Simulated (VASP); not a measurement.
Set up this calculation in VASP 6.6.1, as the native input.

| Item | Value |
| --- | --- |
| Task | single point |
| Functional | PBE |
| Potentials or basis | VASP PAW PBE potentials, release 64 (Fe_sv) |
| Cutoff | 600 eV |
| k mesh | 11 × 11 × 11 |
| Occupations | fermi-dirac, width 0.05 eV |
| Spin | collinear spin, ferromagnetic start |
| Starting moments | [3.8] μB |
| Fixed moment | 3.8 μB |
| Dipole correction | no |
| Second run | valence_matched |
| Further INCAR settings | ALGO = Normal; EDIFF = 1e-06; NBANDS = 18 |

The structure of Fe lies in POSCAR:

```
Fe
1.0
   -1.4430000000      1.4430000000      1.4430000000
    1.4430000000     -1.4430000000      1.4430000000
    1.4430000000      1.4430000000     -1.4430000000
Fe
1
Direct
    0.0000000000      0.0000000000      0.0000000000
```

One way to write it, as run:

INCAR

```
PREC = Accurate
ENCUT = 600
EDIFF = 1E-6
ISMEAR = -1
SIGMA = 0.05
LREAL = False
LASPH = True
NELM = 200
ALGO = Normal
ISIF = 2
LWAVE = False
LCHARG = False
ISPIN = 2
MAGMOM = 3.8
LORBIT = 11
NUPDOWN = 3.8
LMAXMIX = 4
GGA = PE
NBANDS = 18
GGA_COMPAT = False
```

KPOINTS

```
Automatic mesh
0
Gamma
  11 11 11
```

Potentials or basis: VASP PAW PBE potentials, release 64 (Fe_sv).

Command:

```console
$ cat potpaw_PBE.64/Fe_sv/POTCAR > POTCAR
$ mpirun -np 1 vasp_std > vasp.out
```

It gave:

* Pressure: 36.5 GPa
* Net moment: 3.80 μB per cell
* Site moments: Fe +3.33 μB
* Valence electrons inside the program's atomic spheres: Fe 13.65

Caveat: the total moment is fixed, so each spin has its own Fermi level.

It took 12 s on 1 thread of Intel(R) Xeon(R) 6975P-C (Granite Rapids) (shared host), peak memory 0.14 GiB.
